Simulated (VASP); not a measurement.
# KCl (Fm-3m) in VASP: notebook

The runs below take KCl through single point, with revPBE, r2SCAN.

Program: VASP 6.6.1. These are calculated values, not measurements. Logs are shortened: lines on timing, memory, paths and dates and some standing lists are left out, and cuts for length are marked.

### Step 1. The cell of the first run

It takes space group Fm-3m (No. 225, cubic). Conventional cell: a = 6.330 Å, b = 6.330 Å, c = 6.330 Å, α = 90.00°, β = 90.00°, γ = 90.00°. Within 4.2 Å of K (site symmetry m-3m) lie 6 Cl at 3.16 Å. Cl (site symmetry m-3m) has 6 K at 3.16 Å within 4.2 Å.

### Step 2. Single point, revPBE, collinear spin

Contents of INCAR:

```
PREC = Accurate ; ENCUT = 520
EDIFF = 1E-7 ; ISMEAR = -1
SIGMA = 0.031 ; LREAL = False
LASPH = True ; NELM = 150
ALGO = Normal ; ISIF = 2
LWAVE = False ; LCHARG = False
ISPIN = 2 ; MAGMOM = 0 0.9
LORBIT = 11 ; GGA = RE
NBANDS = 19 ; NELECT = 15.0
```

Contents of KPOINTS:

```
regular mesh
0
Gamma
  5 5 5
```

Contents of POSCAR:

```
KCl
1.0
    0.0000000000      3.1649811200      3.1649811200
    3.1649811200      0.0000000000      3.1649811200
    3.1649811200      3.1649811200      0.0000000000
K Cl
1 1
Direct
    0.0000000000      0.0000000000      0.0000000000
    0.5000000000      0.5000000000      0.5000000000
```

Potentials or basis: VASP PAW PBE potentials, release 64 (K_sv, Cl).

Command:

```console
$ cat potpaw_PBE.64/K_sv/POTCAR potpaw_PBE.64/Cl/POTCAR > POTCAR
$ mpirun -np 1 vasp_std > vasp.out
```

OUTCAR:

```text
PREC = Accurate
   ENCUT = 520
   EDIFF = 1E-7
   ISMEAR = -1
   LREAL = False
   LASPH = True
   NELM = 150
   ISIF = 2
   ISPIN = 2
   LORBIT = 11
   GGA = RE
   NELECT = 15.0

 ion  position               nearest neighbor table
   1  0.000  0.000  0.000-   2 3.16   2 3.16   2 3.16   2 3.16   2 3.16   2 3.16
   2  0.500  0.500  0.500-   1 3.16   1 3.16   1 3.16   1 3.16   1 3.16   1 3.16

  LATTYP: Found a face centered cubic cell.
 ALAT       =     6.3299622400

  Lattice vectors:

 A1 = (   0.0000000000,   3.1649811200,   3.1649811200)
 A2 = (   3.1649811200,   0.0000000000,   3.1649811200)
 A3 = (   3.1649811200,   3.1649811200,   0.0000000000)

Analysis of symmetry for initial positions (statically):
=====================================================================
 Subroutine PRICEL returns:
 Original cell was already a primitive cell.

 Routine SETGRP: Setting up the symmetry group for a
 face centered cubic supercell.

 Subroutine GETGRP returns: Found 48 space group operations
 (whereof 48 operations were pure point group operations)
 out of a pool of 48 trial point group operations.

The static configuration has the point symmetry O_h .

Analysis of symmetry for dynamics (positions and initial velocities):
=====================================================================
 Subroutine PRICEL returns:
 Original cell was already a primitive cell.

 Routine SETGRP: Setting up the symmetry group for a
 face centered cubic supercell.

 Subroutine GETGRP returns: Found 48 space group operations
 (whereof 48 operations were pure point group operations)
 out of a pool of 48 trial point group operations.

The dynamic configuration has the point symmetry O_h .

Analysis of structural, dynamic, and magnetic symmetry:
=====================================================================
 Subroutine PRICEL returns:
 Original cell was already a primitive cell.

 Routine SETGRP: Setting up the symmetry group for a
 face centered cubic supercell.

 Subroutine GETGRP returns: Found 48 space group operations
 (whereof 48 operations were pure point group operations)
 out of a pool of 48 trial point group operations.

The overall configuration has the point symmetry O_h .

 Subroutine INISYM returns: Found 48 space group operations
 (whereof 48 operations are pure point group operations),
 and found     1 'primitive' translations

[... 100 lines left out ...]
  volume/ion in A,a.u.               =      31.70       213.95
  Fermi-wavevector in a.u.,A,eV,Ry     =   1.012490  1.913329 13.947825  1.025136
  Thomas-Fermi vector in A             =   2.145603
   LORBIT       =     11    0 simple, 1 ext, 2 COOP (PROOUT), +10 PAW based schemes
   GGA     = RE    functional components
   LHFCALC =     F    Hartree Fock is set to
   AEXX    =    0.0000 exact exchange contribution
   IVDW    =     0    specifies the selected vdW correction
   LEPSILON=     F    determine dielectric tensor
   LRPA    =     F    only Hartree local field effects (RPA)
 spin polarized calculation
  energy-cutoff  :      520.00
  volume of cell :       63.41
 maximum number of plane-waves:      1716
 NGX is ok and might be reduce to    36
   NGX = 17   NGY = 17   NGZ = 17

 number of electron      14.9999999 magnetization       0.9999993

 Free energy of the ion-electron system (eV)
  ---------------------------------------------------
  ext. energy  EPLUGINS =         0.00000000
  ---------------------------------------------------
  free energy    TOTEN  =        -4.06311970 eV

  energy without entropy =       -4.03367220  energy(sigma->0) =       -4.04839595

 E-fermi :  -2.9706     XC(G=0):  -6.6425

 val. band max:       -2.9831322062   @ k =   0.4000   0.0000   0.0000
 cond. band min:      -2.9693762819   @ k =   0.4000   0.2000   0.0000
 fundamental gap:      0.0137559242
 Fermi energy:        -2.9706123578

 spin component 1

 k-point     1 :       0.0000    0.0000    0.0000
  band No.  band energies     occupation
      1     -28.2502      1.00000
      2     -16.1317      1.00000
      3     -11.7069      1.00000
      4     -11.7069      1.00000
      5     -11.7069      1.00000
      6      -3.7158      1.00000
[... 196 lines left out ...]
      5     -11.6977      1.00000
      6      -4.0893      1.00000
[... 11 lines left out ...]
     18      13.1481      0.00000
     19      13.2870      0.00000
 Fermi energy:        -2.9706123578

 spin component 2

 k-point     1 :       0.0000    0.0000    0.0000
  band No.  band energies     occupation
      1     -28.2397      1.00000
      2     -15.1435      1.00000
      3     -11.6981      1.00000
      4     -11.6981      1.00000
      5     -11.6981      1.00000
      6      -2.7774      0.00196
[... 197 lines left out ...]
      6      -3.2073      0.99952
[... 11 lines left out ...]
     18      13.6861      0.00000
     19      13.7075      0.00000

------------------------ aborting loop because EDIFF is reached ----------------------------------------

  FORCE on cell =-STRESS in cart. coord.  units (eV):
  Direction    XX          YY          ZZ          XY          YZ          ZX
  --------------------------------------------------------------------------------------
  -------------------------------------------------------------------------------------
  Total       -3.1923732     -3.1923732     -3.1923732      0.0000000      0.0000000      0.0000000
  in kB      -80.6642071    -80.6642071    -80.6642071      0.0000000      0.0000000      0.0000000
  external PRESSURE =     -80.6642071 kB  Pullay stress =       0.0000000 kB

 VOLUME and BASIS-vectors are now :
 -----------------------------------------------------------------------------
  energy-cutoff  :      520.00
  volume of cell :       63.41
      direct lattice vectors                 reciprocal lattice vectors
     0.000000000  3.164981120  3.164981120    -0.157978825  0.157978825  0.157978825
     3.164981120  0.000000000  3.164981120     0.157978825 -0.157978825  0.157978825
     3.164981120  3.164981120  0.000000000     0.157978825  0.157978825 -0.157978825

 POSITION                                       TOTAL-FORCE (eV/Angst)
 -----------------------------------------------------------------------------------
      0.00000      0.00000      0.00000         0.000000      0.000000     -0.000000
      3.16498      3.16498      3.16498        -0.000000     -0.000000      0.000000
 -----------------------------------------------------------------------------------
    total drift:                                0.000000      0.000000      0.000000

  FREE ENERGIE OF THE ION-ELECTRON SYSTEM (eV)
  ---------------------------------------------------
  free  energy   TOTEN  =        -4.0631197038 eV

  energy  without entropy=       -4.0336722011  energy(sigma->0) =       -4.04839595

 total charge

# of ion       s       p       d       tot
------------------------------------------
    1        1.952   5.586   0.010   7.549
    2        1.625   3.253   0.000   4.878
--------------------------------------------------
tot          3.577   8.840   0.010  12.427

 magnetization (x)

# of ion       s       p       d       tot
------------------------------------------
    1       -0.001   0.008   0.001   0.008
    2        0.014   0.708   0.000   0.722
--------------------------------------------------
tot          0.014   0.715   0.001   0.730
```

stdout:

```text
POSCAR found type information on POSCAR K Cl
 POSCAR found :  2 types and       2 ions
 scaLAPACK will be used
 -----------------------------------------------------------------------------
|                                                                             |
|                                                                             |
|     You enforced a specific xc type in the INCAR file but a different       |
|     I HOPE YOU KNOW WHAT YOU ARE DOING!                                     |
|                                                                             |
 -----------------------------------------------------------------------------

 LDA part: xc-table for (Slater+PW92), standard interpolation
 POSCAR, INCAR and KPOINTS ok, starting setup
 FFT: planning ... GRIDC
 FFT: planning ... GRID_SOFT
 FFT: planning ... GRID
 WAVECAR not read
 entering main loop
 the old and the new charge density differ
 old charge density:    16.00000 new   15.00000
    0.257E+00
```

Wall time 59 s (1 thread of Intel Xeon 8259CL, shared host); peak memory 0.24 GiB.

Results:

* Free energy: -4.0631 eV
* Net moment: 1.00 μB per cell
* Site moments: K +0.01; Cl +0.72 μB
* Valence electrons inside the program's atomic spheres: K 7.55; Cl 4.88

Levels at points of the mesh, in eV from the Fermi level:
Spin up:
```tsv
k point	band 5	band 6	band 7	band 8	band 9	band 10	band 11	band 12
(0.00, 0.00, 0.00)	-8.74	-0.75	-0.75	-0.75	7.13	10.19	10.19	10.19
```
Spin down:
| k point | band 2 | band 3 | band 4 | band 5 | band 6 | band 7 | band 8 | band 9 | band 10 | band 11 |
| --- | --- | --- | --- | --- | --- | --- | --- | --- | --- | --- |
| (0.00, 0.00, 0.00) | -12.17 | -8.73 | -8.73 | -8.73 | 0.19 | 0.19 | 0.19 | 7.33 | 10.39 | 10.39 |

Caveat: the cell carries a net charge on a neutralising background, which shifts energy and pressure; the cell is charged against a uniform background, so pressure and absolute levels hang on convention; the PAW data sets were made with another functional, which shifts forces and pressure a little.

### Step 3. Single point, r2SCAN, collinear spin

POSCAR is that of step 2.

Contents of INCAR.step1:

```
SYSTEM = KCl
  ALGO = Normal
  EDIFF = 1E-4
  ENCUT = 520
  GGA = PE
  ISMEAR = -1
  ISPIN = 2
  LASPH = .True.
  LCHARG = .False.
  LREAL = .False.
  LWAVE = .True.
  MAGMOM = 0 0.9
  NBANDS = 19
  NELECT = 15.0
  NELM = 150
  PREC = Accurate
  SIGMA = 0.031
```

Contents of INCAR.step2:

```
SYSTEM = KCl
  ALGO = Normal
  EDIFF = 1E-7
  ENCUT = 520
  ISIF = 2
  ISMEAR = -1
  ISPIN = 2
  ISTART = 1
  LASPH = .True.
  LCHARG = .False.
  LMIXTAU = .True.
  LORBIT = 11
  LREAL = .False.
  LWAVE = .False.
  MAGMOM = 0 0.9
  METAGGA = R2SCAN
  NBANDS = 19
  NELECT = 15.0
  NELM = 150
  PREC = Accurate
  SIGMA = 0.031
```

Contents of KPOINTS:

```
k-points
0
Gamma
  5 5 5
  0 0 0
```

Potentials or basis: VASP PAW PBE potentials, release 64 (K_sv, Cl).

Command:

```console
$ cat potpaw_PBE.64/K_sv/POTCAR potpaw_PBE.64/Cl/POTCAR > POTCAR
$ cp INCAR.step1 INCAR
$ mpirun -np 1 vasp_std > vasp.out
$ cp INCAR.step2 INCAR
$ mpirun -np 1 vasp_std > vasp.out
```

OUTCAR:

```text
SYSTEM = KCl
   EDIFF = 1E-7
   ENCUT = 520
   ISIF = 2
   ISMEAR = -1
   ISPIN = 2
   ISTART = 1
   LASPH = .True.
   LORBIT = 11
   LREAL = .False.
   METAGGA = R2SCAN
   NELECT = 15.0
   NELM = 150
   PREC = Accurate

 ion  position               nearest neighbor table
   1  0.000  0.000  0.000-   2 3.16   2 3.16   2 3.16   2 3.16   2 3.16   2 3.16
   2  0.500  0.500  0.500-   1 3.16   1 3.16   1 3.16   1 3.16   1 3.16   1 3.16

  LATTYP: Found a face centered cubic cell.
 ALAT       =     6.3299622400

  Lattice vectors:

 A1 = (   0.0000000000,   3.1649811200,   3.1649811200)
 A2 = (   3.1649811200,   0.0000000000,   3.1649811200)
 A3 = (   3.1649811200,   3.1649811200,   0.0000000000)

Analysis of symmetry for initial positions (statically):
=====================================================================
 Subroutine PRICEL returns:
 Original cell was already a primitive cell.

 Routine SETGRP: Setting up the symmetry group for a
 face centered cubic supercell.

[... 404 lines left out ...]
      6      -3.1281      0.00120
[... 197 lines left out ...]
      6      -3.5949      0.99976
[... 11 lines left out ...]
     18      14.1039      0.00000
     19      14.1087      0.00000

------------------------ aborting loop because EDIFF is reached ----------------------------------------

  FORCE on cell =-STRESS in cart. coord.  units (eV):
  Direction    XX          YY          ZZ          XY          YZ          ZX
  --------------------------------------------------------------------------------------
  -------------------------------------------------------------------------------------
  Total       -3.9709614     -3.9709614     -3.9709614      0.0000000      0.0000000     -0.0000000
  in kB     -100.3374077   -100.3374077   -100.3374077      0.0000000      0.0000000     -0.0000000
  external PRESSURE =    -100.3374077 kB  Pullay stress =       0.0000000 kB

 VOLUME and BASIS-vectors are now :
 -----------------------------------------------------------------------------
  energy-cutoff  :      520.00
  volume of cell :       63.41
      direct lattice vectors                 reciprocal lattice vectors
     0.000000000  3.164981120  3.164981120    -0.157978825  0.157978825  0.157978825
     3.164981120  0.000000000  3.164981120     0.157978825 -0.157978825  0.157978825
     3.164981120  3.164981120  0.000000000     0.157978825  0.157978825 -0.157978825

 POSITION                                       TOTAL-FORCE (eV/Angst)
 -----------------------------------------------------------------------------------
      0.00000      0.00000      0.00000        -0.000000      0.000000      0.000000
      3.16498      3.16498      3.16498         0.000000     -0.000000     -0.000000
 -----------------------------------------------------------------------------------
    total drift:                                0.000000      0.000000      0.000000

  FREE ENERGIE OF THE ION-ELECTRON SYSTEM (eV)
  ---------------------------------------------------
  free  energy   TOTEN  =       -13.6348286101 eV

  energy  without entropy=      -13.6068041306  energy(sigma->0) =      -13.62081637

 total charge

# of ion       s       p       d       tot
------------------------------------------
    1        1.952   5.654   0.010   7.616
    2        1.623   3.248   0.000   4.870
--------------------------------------------------
tot          3.575   8.902   0.010  12.487

 magnetization (x)

# of ion       s       p       d       tot
------------------------------------------
    1       -0.001   0.007   0.000   0.006
    2        0.022   0.726   0.000   0.748
--------------------------------------------------
tot          0.021   0.733   0.000   0.754
```

OUTCAR.step1:

```text
SYSTEM = KCl
   EDIFF = 1E-4
   ENCUT = 520
   GGA = PE
   ISMEAR = -1
   ISPIN = 2
   LASPH = .True.
   LREAL = .False.
[... 663 lines left out ...]
      0.00000      0.00000      0.00000         0.000000      0.000000     -0.000000
      3.16498      3.16498      3.16498         0.000000      0.000000      0.000000
 -----------------------------------------------------------------------------------
    total drift:                                0.000000      0.000000      0.000000

  FREE ENERGIE OF THE ION-ELECTRON SYSTEM (eV)
  ---------------------------------------------------
  free  energy   TOTEN  =        -4.2788130905 eV

  energy  without entropy=       -4.2502624121  energy(sigma->0) =       -4.26453775
```

Run time: 2.7 min. Hardware: 1 thread of Intel Xeon 8259CL, shared host; peak memory 0.26 GiB.

Results:

```
Free energy                                           : -13.6348 eV
Net moment                                            : 1.00 μB per cell
Site moments                                          : K +0.01; Cl +0.75 μB
Valence electrons inside the program's atomic spheres : K 7.62; Cl 4.87
```

Levels at points of the mesh, in eV from the Fermi level:
Spin up:
```tsv
k point	band 5	band 6	band 7	band 8	band 9	band 10	band 11	band 12
(0.00, 0.00, 0.00)	-9.12	-1.02	-1.02	-1.02	7.34	10.55	10.55	10.55
```
Spin down:
```tsv
k point	band 4	band 5	band 6	band 7	band 8	band 9
(0.00, 0.00, 0.00)	-9.11	-9.11	0.21	0.21	0.21	7.51
```

Caveat: the cell carries a net charge on a neutralising background, which shifts energy and pressure; the cell is charged against a uniform background, so pressure and absolute levels hang on convention; the PAW data sets were made with another functional, which shifts forces and pressure a little.
